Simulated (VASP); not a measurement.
# Sn (Pm-3m) in VASP: a series of runs

Runs on Sn. Level: BLYP. Tasks: single point.

Everything below comes from runs of VASP 6.6.1. Logs are shortened: lines on timing, memory, paths and dates and some standing lists are left out, and cuts for length are marked.

## 1. The cell of the first run

It takes space group Pm-3m (No. 221, cubic). The conventional cell has a = 3.174 Å, b = 3.174 Å, c = 3.174 Å, α = 90.00°, β = 90.00°, γ = 90.00°. Sn (site symmetry m-3m) has 6 Sn at 3.17 Å within 4.2 Å.

## 2. Single point, BLYP

Contents of INCAR:

```
SYSTEM = Sn
PREC = Accurate
ENCUT = 520
EDIFF = 1E-6
ISMEAR = -1
SIGMA = 0.1
LREAL = .FALSE.
LASPH = .TRUE.
NELM = 60
ALGO = Normal
ISIF = 2
LWAVE = .FALSE.
LCHARG = .FALSE.
GGA = B5
ALDAX = 1.0
AGGAX = 1.0
AGGAC = 1.0
ALDAC = 0.0
NBANDS = 13
```

Contents of KPOINTS:

```
regular mesh
0
G
  10 10 10
  0 0 0
```

Contents of POSCAR:

```
Sn
1.0
    3.1736937788      0.0000000000      0.0000000000
    0.0000000000      3.1736937788      0.0000000000
    0.0000000000      0.0000000000      3.1736937788
Sn
1
Direct
    0.0000000000      0.0000000000      0.0000000000
```

Potentials or basis: VASP PAW PBE potentials, release 64 (Sn_d).

Started as:

```sh
$ cat potpaw_PBE.64/Sn_d/POTCAR > POTCAR
$ mpirun -np 1 vasp_std > vasp.out
```

OUTCAR:

```text
SYSTEM = Sn
   PREC = Accurate
   ENCUT = 520
   EDIFF = 1E-6
   ISMEAR = -1
   LREAL = .FALSE.
   LASPH = .TRUE.
   NELM = 60
   ISIF = 2
   GGA = B5

 ion  position               nearest neighbor table
   1  0.000  0.000  0.000-

  LATTYP: Found a simple cubic cell.
 ALAT       =     3.1736937788

  Lattice vectors:

 A1 = (   3.1736937788,   0.0000000000,   0.0000000000)
 A2 = (   0.0000000000,   3.1736937788,   0.0000000000)
 A3 = (   0.0000000000,   0.0000000000,   3.1736937788)

Analysis of symmetry for initial positions (statically):
=====================================================================
 Subroutine PRICEL returns:
 Original cell was already a primitive cell.

 Routine SETGRP: Setting up the symmetry group for a
 simple cubic supercell.

 Subroutine GETGRP returns: Found 48 space group operations
 (whereof 48 operations were pure point group operations)
 out of a pool of 48 trial point group operations.

The static configuration has the point symmetry O_h .

Analysis of symmetry for dynamics (positions and initial velocities):
=====================================================================
 Subroutine PRICEL returns:
 Original cell was already a primitive cell.

 Routine SETGRP: Setting up the symmetry group for a
 simple cubic supercell.

 Subroutine GETGRP returns: Found 48 space group operations
 (whereof 48 operations were pure point group operations)
 out of a pool of 48 trial point group operations.

The dynamic configuration has the point symmetry O_h .

 Subroutine INISYM returns: Found 48 space group operations
 (whereof 48 operations are pure point group operations),
 and found     1 'primitive' translations

----------------------------------------------------------------------------------------

                                     Primitive cell

  volume of cell :      31.9665

  direct lattice vectors                    reciprocal lattice vectors
     3.173693779  0.000000000  0.000000000     0.315090261  0.000000000  0.000000000
     0.000000000  3.173693779  0.000000000     0.000000000  0.315090261  0.000000000
     0.000000000  0.000000000  3.173693779     0.000000000  0.000000000  0.315090261

  length of vectors
     3.173693779  3.173693779  3.173693779     0.315090261  0.315090261  0.315090261

  position of ions in fractional coordinates (direct lattice)
     0.000000000  0.000000000  0.000000000

[... 81 lines left out ...]
   ISIF   =      2    stress and relaxation
   ISYM   =      2    0-nonsym 1-usesym 2-fastsym
   POTIM  = 0.5000    time-step for ionic-motion
   TEBEG  =    0.0;   TEEND  =   0.0 temperature during run
   PSTRESS=    0.0 pullay stress
   NELECT =      14.0000    total number of electrons
   NUPDOWN=      -1.0000    fix difference up-down
   EMIN   =  10.00;   EMAX   =-10.00  energy-range for DOS
   EFERMI =   0.00;   METHOD = LEGACY
   ISMEAR =    -1;   SIGMA  =   0.10  broadening in eV -4-tet -1-fermi 0-gaus
   EFERMI_NEDOS =   21; number of points for ismear=-14 and -15
   IALGO  =     38    algorithm
   IMIX   =      4    mixing-type and parameters
     AMIX     =   0.40;   BMIX     =  1.00
     AMIX_MAG =   1.60;   BMIX_MAG =  1.00
  volume/ion in A,a.u.               =      31.97       215.72
  Fermi-wavevector in a.u.,A,eV,Ry     =   1.243233  2.349369 21.029546  1.545628
  Thomas-Fermi vector in A             =   2.377553
   LORBIT       =      0    0 simple, 1 ext, 2 COOP (PROOUT), +10 PAW based schemes
   GGA     = B5    functional components
   LHFCALC =     F    Hartree Fock is set to
   AEXX    =    0.0000 exact exchange contribution
   IVDW    =     0    specifies the selected vdW correction
   LEPSILON=     F    determine dielectric tensor
   LRPA    =     F    only Hartree local field effects (RPA)
 non-spin polarized calculation
  energy-cutoff  :      520.00
  volume of cell :       31.97
 maximum number of plane-waves:       912
 NGX is ok and might be reduce to    24
   NGX = 11   NGY = 11   NGZ = 11

 number of electron      14.0000006 magnetization

 Free energy of the ion-electron system (eV)
  ---------------------------------------------------
  ext. energy  EPLUGINS =         0.00000000
  ---------------------------------------------------
  free energy    TOTEN  =        -3.05990366 eV

  energy without entropy =       -3.04288723  energy(sigma->0) =       -3.05139545

 E-fermi :   6.4659     XC(G=0):  -8.8784

 val. band max:        6.3293319082   @ k =   0.5000   0.5000   0.4000
 cond. band min:       6.4898709454   @ k =   0.4000   0.4000   0.3000
 fundamental gap:      0.1605390372
 Fermi energy:         6.4658666073

 k-point     1 :       0.0000    0.0000    0.0000
  band No.  band energies     occupation
      1     -14.9599      2.00000
      2     -14.9599      2.00000
      3     -14.6718      2.00000
      4     -14.6718      2.00000
      5     -14.6718      2.00000
      6      -3.5996      2.00000
      7      11.3441      0.00000
      8      11.3441      0.00000
      9      11.3441      0.00000
     10      14.9435      0.00000
     11      14.9435      0.00000
     12      16.1571      0.00000
     13      25.9036      0.00000
[... 354 lines left out ...]
  band No.  band energies     occupation
      1     -14.9177      2.00000
      2     -14.7926      2.00000
      3     -14.7282      2.00000
      4     -14.7273      2.00000
      5     -14.6819      2.00000
      6      -2.0635      2.00000
      7       5.4251      1.99994
      8      10.9720      0.00000
      9      11.2867      0.00000
     10      17.6168      0.00000
     11      17.7684      0.00000
     12      19.0347      0.00000
     13      19.9801      0.00000

 [... further k-points ...]

------------------------ aborting loop because EDIFF is reached ----------------------------------------

  FORCE on cell =-STRESS in cart. coord.  units (eV):
  Direction    XX          YY          ZZ          XY          YZ          ZX
  --------------------------------------------------------------------------------------
  -------------------------------------------------------------------------------------
  Total        0.0070375      0.0070375      0.0070375     -0.0000000     -0.0000000     -0.0000000
  in kB        0.3527212      0.3527212      0.3527212     -0.0000000     -0.0000000     -0.0000000
  external PRESSURE =       0.3527212 kB  Pullay stress =       0.0000000 kB

 VOLUME and BASIS-vectors are now :
 -----------------------------------------------------------------------------
  energy-cutoff  :      520.00
  volume of cell :       31.97
      direct lattice vectors                 reciprocal lattice vectors
     3.173693779  0.000000000  0.000000000     0.315090261  0.000000000  0.000000000
     0.000000000  3.173693779  0.000000000     0.000000000  0.315090261  0.000000000
     0.000000000  0.000000000  3.173693779     0.000000000  0.000000000  0.315090261

 POSITION                                       TOTAL-FORCE (eV/Angst)
 -----------------------------------------------------------------------------------
      0.00000      0.00000      0.00000         0.000000      0.000000      0.000000
 -----------------------------------------------------------------------------------
    total drift:                                0.000000     -0.000000      0.000000

  FREE ENERGIE OF THE ION-ELECTRON SYSTEM (eV)
  ---------------------------------------------------
  free  energy   TOTEN  =        -3.0599036633 eV

  energy  without entropy=       -3.0428872329  energy(sigma->0) =       -3.05139545
```

OSZICAR:

```text
N       E                     dE             d eps       ncg     rms          rms(c)
DAV:   1     0.832610130797E+02    0.83261E+02   -0.72943E+03  1521   0.149E+03
DAV:   2     0.336820371046E+01   -0.79893E+02   -0.77290E+02  1591   0.336E+02
DAV:   3    -0.291470495209E+01   -0.62829E+01   -0.62609E+01  1651   0.777E+01
DAV:   4    -0.305799428915E+01   -0.14329E+00   -0.14326E+00  1760   0.126E+01
DAV:   5    -0.306338751185E+01   -0.53932E-02   -0.53931E-02  1924   0.236E+00    0.132E+00
DAV:   6    -0.305786298503E+01    0.55245E-02   -0.16262E-02  1801   0.220E+00    0.712E-01
DAV:   7    -0.305946821597E+01   -0.16052E-02   -0.97476E-03  1786   0.162E+00    0.129E-01
DAV:   8    -0.305991045428E+01   -0.44224E-03   -0.14700E-03  1676   0.559E-01    0.356E-02
DAV:   9    -0.305990343293E+01    0.70214E-05   -0.41969E-05  1824   0.906E-02    0.201E-02
DAV:  10    -0.305990366335E+01   -0.23042E-06   -0.82365E-06  1621   0.306E-02
   1 F= -.30599037E+01 E0= -.30513954E+01  d E =-.170164E-01
```

Run time: 6.9 s. Hardware: 1 thread of Intel Xeon 6975P-C (Granite Rapids), shared host; peak memory 0.14 GiB.

What came out:

| Item | Value |
| --- | --- |
| Free energy | -3.0599 eV |
| Pressure | 0.0 GPa |
| Band gap on the k mesh | zero (band 7 reaches 11.34 eV, above the bottom of band 8 at 4.63 eV) |

Levels at points of the mesh, in eV from the Fermi level:
```
           k point  band 4  band 5  band 6  band 7  band 8  band 9  band 10  band 11
(0.00, 0.00, 0.00)  -21.14  -21.14  -10.07    4.88    4.88    4.88     8.48     8.48
(0.50, 0.00, 0.00)  -21.19  -21.13   -7.52   -3.90    7.00    7.00    10.93    11.58
(0.50, 0.50, 0.00)  -21.20  -21.04   -4.82   -1.83   -1.83    3.44     9.23    13.93
(0.50, 0.50, 0.50)  -21.04  -21.04   -1.78    0.14    0.14    0.14     6.08     6.08
```

Caveat: the PAW data sets were made with another functional, which shifts forces and pressure a little; spin-orbit coupling is left out, which moves the levels of the heavy elements.

## 3. Single point, BLYP (volume scaled by 0.88)

Changes to INCAR since step 2:

```diff
@@ -3,3 +3,3 @@
 ENCUT = 520
-EDIFF = 1E-6
+EDIFF = 1E-7
 ISMEAR = -1
@@ -8,3 +8,3 @@
 LASPH = .TRUE.
-NELM = 60
+NELM = 80
 ALGO = Normal
```

Contents of KPOINTS:

```
regular mesh
0
G
  16 16 16
  0 0 0
```

Contents of POSCAR:

```
Sn
1.0
    3.0412998784      0.0000000000      0.0000000000
    0.0000000000      3.0412998784      0.0000000000
    0.0000000000      0.0000000000      3.0412998784
Sn
1
Direct
    0.0000000000      0.0000000000      0.0000000000
```

Potentials or basis: VASP PAW PBE potentials, release 64 (Sn_d).

Started as:

```sh
$ cat potpaw_PBE.64/Sn_d/POTCAR > POTCAR
$ mpirun -np 1 vasp_std > vasp.out
```

Wall time 17 s (1 thread of Intel Xeon 6975P-C (Granite Rapids), shared host); peak memory 0.17 GiB.

The run converged. Its results:

```
Free energy            : -2.9699 eV
Pressure               : 6.5 GPa
Band gap on the k mesh : zero (band 7 reaches 13.30 eV, above the bottom of band 8 at 5.73 eV)
```

Levels at points of the mesh, in eV from the Fermi level:
| k point | band 4 | band 5 | band 6 | band 7 | band 8 | band 9 | band 10 | band 11 |
| --- | --- | --- | --- | --- | --- | --- | --- | --- |
| (0.00, 0.00, 0.00) | -21.19 | -21.19 | -10.93 | 5.36 | 5.36 | 5.36 | 8.94 | 8.94 |
| (0.50, 0.00, 0.00) | -21.28 | -21.18 | -7.87 | -4.59 | 7.92 | 7.92 | 11.77 | 12.08 |
| (0.50, 0.50, 0.00) | -21.29 | -21.06 | -4.61 | -2.21 | -2.21 | 3.22 | 10.74 | 14.47 |
| (0.50, 0.50, 0.50) | -21.05 | -21.05 | -0.81 | 0.10 | 0.10 | 0.10 | 6.16 | 6.16 |

Caveat: the PAW data sets were made with another functional, which shifts forces and pressure a little; spin-orbit coupling is left out, which moves the levels of the heavy elements.

## 4. Single point, BLYP (volume scaled by 0.92)

Contents of INCAR:

```
SYSTEM = Sn
PREC = Accurate ; ENCUT = 520
EDIFF = 1E-6 ; ISMEAR = -1
SIGMA = 0.1 ; LREAL = .FALSE.
LASPH = .TRUE. ; NELM = 100
ALGO = Normal ; ISIF = 2
LWAVE = .FALSE. ; LCHARG = .TRUE.
GGA = B5 ; ALDAX = 1.0
AGGAX = 1.0 ; AGGAC = 1.0
ALDAC = 0.0 ; LELF = .TRUE.
LVHAR = .TRUE. ; NBANDS = 13
```

Contents of KPOINTS:

```
Automatic mesh
0
G
  16 16 16
  0 0 0
```

Contents of POSCAR:

```
Sn
1.0
    3.0866991071      0.0000000000      0.0000000000
    0.0000000000      3.0866991071      0.0000000000
    0.0000000000      0.0000000000      3.0866991071
Sn
1
Direct
    0.0000000000      0.0000000000      0.0000000000
```

Started as:

```sh
$ cat potpaw_PBE.64/Sn_d/POTCAR > POTCAR
$ mpirun -np 1 vasp_std > vasp.out
```

It took 14 s on 1 thread of Intel Xeon 6975P-C (Granite Rapids), shared host; peak memory 0.17 GiB.

Results (log left out):

```
Free energy            : -3.0113 eV
Pressure               : 3.9 GPa
Band gap on the k mesh : zero (band 7 reaches 12.60 eV, above the bottom of band 8 at 5.33 eV)
```

Levels at points of the mesh, in eV from the Fermi level:
| k point | band 5 | band 6 | band 7 | band 8 | band 9 | band 10 |
| --- | --- | --- | --- | --- | --- | --- |
| (0.00, 0.00, 0.00) | -21.18 | -10.62 | 5.18 | 5.18 | 5.18 | 8.77 |
| (0.50, 0.00, 0.00) | -21.17 | -7.75 | -4.35 | 7.59 | 7.59 | 11.45 |
| (0.50, 0.50, 0.00) | -21.06 | -4.69 | -2.08 | -2.08 | 3.29 | 10.18 |
| (0.50, 0.50, 0.50) | -21.05 | -1.17 | 0.10 | 0.10 | 0.10 | 6.12 |

Caveat: the PAW data sets were made with another functional, which shifts forces and pressure a little; spin-orbit coupling is left out, which moves the levels of the heavy elements.

## 5. The runs side by side

```csv
cell,k mesh,gap on the mesh (eV),pressure (GPa)
"a = 3.174 Å, 1 atom",10 × 10 × 10,none,0.0
"a = 3.041 Å, 1 atom",16 × 16 × 16,none,6.5
"a = 3.087 Å, 1 atom",16 × 16 × 16,none,3.9
```

Alike in all rows: task single point; level BLYP; potentials or basis VASP PAW PBE potentials, release 64 (Sn_d); no spin polarisation; cutoff (eV) 520; smearing fermi-dirac 0.1 eV.

Caveats: the PAW data sets were made with another functional, which shifts forces and pressure a little; spin-orbit coupling is left out, which moves the levels of the heavy elements.

Total energies depend on the potentials used, so only differences within one code and one set of settings carry meaning.
